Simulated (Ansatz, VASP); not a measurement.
## One calculation of Ag, two programs

The input INCAR:

```
SYSTEM = Ag
PREC = Accurate ; ENCUT = 520
EDIFF = 1E-6 ; ISMEAR = 0
SIGMA = 0.15 ; LREAL = .FALSE.
LASPH = .TRUE. ; NELM = 60
ALGO = Normal ; ISIF = 2
LWAVE = .FALSE. ; LCHARG = .FALSE.
GGA = PE ; NBANDS = 12
```

Contents of KPOINTS:

```
regular mesh
0
G
  20 20 20
  0 0 0
```

The input POSCAR:

```
Ag
1.0
    0.0000000000      2.0226690000      2.0431000000
    2.0431000000      0.0000000000      2.0431000000
    2.0431000000      2.0226690000      0.0000000000
Ag
1
Direct
    0.0000000000      0.0000000000      0.0000000000
```

Input for Ansatz:

```yaml
crystal:
  lattice:
    - [0.0, 2.022669, 2.0431]
    - [2.0431, 0.0, 2.0431]
    - [2.0431, 2.022669, 0.0]
  atoms:
    - { symbol: Ag, position: [0.0, 0.0, 0.0] }
basis:
  ecutwfc: 420
kpoints:
  mp_grid: { grid: [20, 20, 20] }
hamiltonian:
  xc: pbe
scf:
  occupations: { method: gaussian, width: 0.15 }
output:
  forces: true
  stress: true
  eigenvalues: true
```

Change from the starting cell: strain -0.0100 x Voigt [0, 1, 0, 0, 0, 0], atoms carried along.

Alike in both runs: task single point; functional PBE; k mesh 20 × 20 × 20; occupations gaussian, width 0.15 eV; no spin polarisation.

|  | VASP | Ansatz |
| --- | --- | --- |
| version | VASP 6.6.1 | Ansatz 0.2.0 |
| potentials or method | VASP PAW PBE potentials, release 64 (Ag), cutoff 520 eV | scalar-relativistic, plane waves, PAW |
| valence electrons in the cell | 11 | 19 |

Ansatz gave:

```
gap on the k mesh at the Fermi level (eV)                     : none
pressure (GPa)                                                : 5.9
traceless stress, the component that is largest in VASP (GPa) : 0.27
```

**Question.** Estimate VASP's values.

**Answer.** gap on the k mesh at the Fermi level (eV): none; pressure (GPa): 5.7; traceless stress, the component that is largest in VASP (GPa): 0.26.

A gap of «none» marks a metal or a gap that the smearing closes. VASP's potentials hold 11 valence electrons a cell and Ansatz's 19, so a difference there can come from the potentials and not from the codes.
